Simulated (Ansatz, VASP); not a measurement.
## Ta2F: VASP beside Ansatz

```
Ta F
1.0
     2.93887    0.00000    0.00000
    -1.46943    2.54513    0.00000
     0.00000    0.00000   13.68240
Ta F
4 2
Direct
  0.00000 0.00000 0.27502
  0.00000 0.00000 0.72498
  0.33333 0.66667 0.09135
  0.66667 0.33333 0.90865
  0.66667 0.33333 0.38026
  0.33333 0.66667 0.61974
```

Alike in both runs: functional PBE; k mesh 12 × 12 × 4; occupations gaussian, width 0.1 eV; no spin polarisation.

Ansatz relaxed the structure, and its values are those at the end. VASP's run is a single point on that final structure, the one shown.

|  | VASP | Ansatz |
| --- | --- | --- |
| version | VASP 6.6.1 | Ansatz 0.2.0 |
| potentials or method | VASP PAW PBE potentials, release 64 (Ta_pv, F), cutoff 520 eV | scalar-relativistic, plane waves, PAW |
| valence electrons in the cell | 58 | 66 |

```csv
,VASP,Ansatz,Ansatz less VASP
gap on the k mesh at the Fermi level (eV),none,none,-
pressure (GPa),0.1,0.0,-0.10
rms of the force components (eV/Å),0.019,0.000,-0.0190
```

A gap of «none» marks a metal or a gap that the smearing closes. VASP's potentials hold 58 valence electrons a cell and Ansatz's 66, so a difference there can come from the potentials and not from the codes.

Spin-orbit coupling is off throughout.
